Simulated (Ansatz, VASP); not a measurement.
HfH2 in VASP and in Ansatz

Contents of INCAR:

```
PREC = Accurate
ENCUT = 520
EDIFF = 1E-6
ISMEAR = -1
SIGMA = 0.03
LREAL = F
LASPH = T
NELM = 80
ALGO = Normal
ISIF = 2
LWAVE = F
LCHARG = F
GGA = CA
NBANDS = 13
```

File KPOINTS:

```
regular mesh
0
Gamma
  12 12 12
```

POSCAR

```
HfH2
1.0
   -1.7331839030      1.7331839030      2.1732073034
    1.7331839030     -1.7331839030      2.1732073034
    1.7331839030      1.7331839030     -2.1732073034
Hf H
1 2
Direct
    0.0000000000      0.0000000000      0.0000000000
    0.7500000000      0.2500000000      0.5000000000
    0.2500000000      0.7500000000      0.5000000000
```

Input for Ansatz:

```yaml
crystal:
  lattice:
    - [-1.733183903, 1.733183903, 2.1732073034]
    - [1.733183903, -1.733183903, 2.1732073034]
    - [1.733183903, 1.733183903, -2.1732073034]
  atoms:
    - { symbol: Hf, position: [0.0, 0.0, 0.0] }
    - { symbol: H, position: [0.75, 0.25, 0.5] }
    - { symbol: H, position: [0.25, 0.75, 0.5] }
kpoints:
  mp_grid: { grid: [12, 12, 12] }
  band_path:
    path:
      - [0.0, 0.0, 0.0]
      - [0.0, 0.0, 0.5]
      - [0.25, 0.25, 0.25]
      - [0.0, 0.5, 0.0]
      - [0.0, 0.0, 0.0]
      - [0.5, 0.5, -0.5]
      - [0.4090109348, 0.5909890652, -0.4090109348]
      - [-0.4090109348, 0.4090109348, 0.4090109348]
      - [0.0, 0.0, 0.0]
    npoints: 5
scf:
  occupations: { method: fermi_dirac, width: 0.03 }
hamiltonian:
  xc: lda
  pseudopotentials: { kind: all_electron, lapw: { basis_error: 0.0005 } }
output:
  forces: true
  stress: true
  eigenvalues: true
```

Change from the starting cell: volume scaled by 0.99.

Alike in both runs: task single point; functional LDA; k mesh 12 × 12 × 12; occupations fermi-dirac, width 0.03 eV; no spin polarisation.

```csv
,VASP,Ansatz
version,VASP 6.6.1,Ansatz 0.2.0
potentials or method,"VASP PAW LDA potentials, release 64 (Hf_pv, H), cutoff 520 eV","all-electron LAPW, scalar-relativistic"
```

Ansatz gave:

```
pressure (GPa)                                                : -7.0
traceless stress, the component that is largest in VASP (GPa) : -0.83
```

Question: Estimate VASP's values.

Answer: Pressure (GPa): -7.1; traceless stress, the component that is largest in VASP (GPa): -0.82.

LDA's correlation is that of Perdew and Zunger in VASP and of Perdew and Wang (1992) in Ansatz. Ansatz ran all-electron here, and VASP with PAW potentials.

Spin-orbit coupling is off throughout.
